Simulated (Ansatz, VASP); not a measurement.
# One calculation of TaSi5B2, two programs

The input INCAR:

```
ALGO     = Normal         # electronic algorithm
EDIFF    = 1E-7           # SCF threshold, eV
EDIFFG   = -0.08          # ionic threshold
ENCUT    = 500            # plane-wave cutoff, eV
GGA      = PE             # functional
GGA_COMPAT= False        
IBRION   = 2              # ionic algorithm
ISIF     = 3              # what is computed and relaxed
ISMEAR   = 0              # smearing method
LASPH    = True           # aspherical terms in the spheres
LCHARG   = False          # write CHGCAR
LREAL    = False          # projectors in reciprocal space
LWAVE    = False          # write WAVECAR
NELM     = 120            # most SCF steps
NELMIN   = 4            
NSW      = 36             # ionic steps
PREC     = Accurate       # precision mode
SIGMA    = 0.2            # smearing width, eV
```

File KPOINTS:

```
k-points
0
Gamma
  4 4 2
```

File POSCAR:

```
TaSi5B2
1.0
    4.5226741400      0.0000000000      0.0000000000
   -2.2613370700      3.9167507000      0.0000000000
    0.0000000000      0.0000000000      7.4032340400
Ta Si B
1 5 2
Direct
    0.6666666700      0.3333333300      0.0000000000
    0.3333333300      0.6666666700      0.7710687400
    0.3333333300      0.6666666700      0.2289312600
    0.0000000000      0.0000000000      0.5000000000
    0.0000000000      0.0000000000      0.7626636400
    0.0000000000      0.0000000000      0.2373363600
    0.6666666700      0.3333333300      0.5000000000
    0.0000000000      0.0000000000      0.0000000000
```

Input for Ansatz:

```yaml
crystal:
  lattice:
    - [4.52267414, 0.0, 0.0]
    - [-2.26133707, 3.9167507, 0.0]
    - [0.0, 0.0, 7.40323404]
  atoms:
    - { symbol: Ta, position: [0.66666667, 0.33333333, 0.0] }
    - { symbol: Si, position: [0.33333333, 0.66666667, 0.77106874] }
    - { symbol: Si, position: [0.33333333, 0.66666667, 0.22893126] }
    - { symbol: Si, position: [0.0, 0.0, 0.5] }
    - { symbol: Si, position: [0.0, 0.0, 0.76266364] }
    - { symbol: Si, position: [0.0, 0.0, 0.23733636] }
    - { symbol: B, position: [0.66666667, 0.33333333, 0.5] }
    - { symbol: B, position: [0.0, 0.0, 0.0] }
basis:
  ecutwfc: 420
kpoints:
  mp_grid: { grid: [4, 4, 2] }
hamiltonian:
  xc: pbe
scf:
  occupations: { method: gaussian, width: 0.2 }
  lower_state_search: "off"
output:
  forces: true
  stress: true
  eigenvalues: true
relax:
  adjacent_minimum: "off"
  f_tol: 0.08
  max_steps: 16
  cell: { stress_tol: 0.8 }
```

Alike in both runs: task relaxation of cell and atoms; functional PBE; k mesh 4 × 4 × 2; occupations gaussian, width 0.2 eV; no spin polarisation.

|  | VASP | Ansatz |
| --- | --- | --- |
| version | VASP 6.6.1 | Ansatz 0.2.0 |
| potentials or method | VASP PAW PBE potentials, release 64 (Ta_pv, Si, B), cutoff 500 eV | scalar-relativistic, plane waves, PAW |
| valence electrons in the cell | 37 | 39 |

```csv
,VASP,Ansatz,Ansatz less VASP
"gap on the k mesh at the Fermi level, each at its own relaxed structure (eV)",none,none,-
relaxed volume (Å³/atom),14.66,14.59,-0.068
relaxed cell length with the largest relative difference (Å),9.709,9.669,-0.0396
```

A gap of «none» marks a metal or a gap that the smearing closes. VASP's potentials hold 37 valence electrons a cell and Ansatz's 39, so a difference there can come from the potentials and not from the codes.

The k mesh is coarse, so the values compare programs but aren't converged. Spin-orbit coupling is off throughout.
